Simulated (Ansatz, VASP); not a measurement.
MgS in VASP and in Ansatz

File INCAR:

```
SYSTEM = MgS
ALGO = Normal
EDIFF = 1E-6
ENCUT = 520
GGA = PE
ISIF = 2
ISMEAR = 0
LASPH = .True.
LCHARG = .True.
LELF = .True.
LREAL = .False.
LVHAR = .True.
LWAVE = .False.
NBANDS = 11
NELM = 60
PREC = Accurate
SIGMA = 0.05
```

File KPOINTS:

```
k-points
0
Gamma
  8 8 8
  0 0 0
```

POSCAR

```
MgS
1.0
    0.0000000000      2.7317325000      2.4715675000
    2.7317325000      0.0000000000      2.4715675000
    2.7317325000      2.7317325000      0.0000000000
Mg S
1 1
Direct
    0.0000000000      0.0000000000      0.0000000000
    0.5000000000      0.5000000000      0.5000000000
```

Input for Ansatz:

```yaml
crystal:
  lattice:
    - [0.0, 2.7317325, 2.4715675]
    - [2.7317325, 0.0, 2.4715675]
    - [2.7317325, 2.7317325, 0.0]
  atoms:
    - { symbol: Mg, position: [0.0, 0.0, 0.0] }
    - { symbol: S, position: [0.5, 0.5, 0.5] }
basis:
  ecutwfc: 420
kpoints:
  mp_grid: { grid: [8, 8, 8] }
hamiltonian:
  xc: pbe
scf:
  occupations: { method: gaussian, width: 0.05 }
output:
  forces: true
  stress: true
  eigenvalues: true
```

Change from the starting cell: strain +0.050 along x and y, -0.050 along z, atoms carried along.

Alike in both runs: task single point; functional PBE; k mesh 8 × 8 × 8; occupations gaussian, width 0.05 eV; no spin polarisation.

```csv
,VASP,Ansatz
version,VASP 6.6.1,Ansatz 0.2.0
potentials or method,"VASP PAW PBE potentials, release 64 (Mg, S), cutoff 520 eV","scalar-relativistic, plane waves, PAW"
valence electrons in the cell,8,16
```

VASP gave:

```
gap on the k mesh at the Fermi level (eV)                     : 2.35
least direct gap on the mesh (eV)                             : 3.22
pressure (GPa)                                                : -0.9
traceless stress, the component that is largest in VASP (GPa) : 6.54
```

Which values does Ansatz return?

gap on the k mesh at the Fermi level (eV): 2.37; least direct gap on the mesh (eV): 3.23; pressure (GPa): -0.7; traceless stress, the component that is largest in VASP (GPa): 6.58.

With one functional, cell and mesh, what is left measures potentials, basis and numerics. VASP's potentials hold 8 valence electrons a cell and Ansatz's 16, so a difference there can come from the potentials and not from the codes.
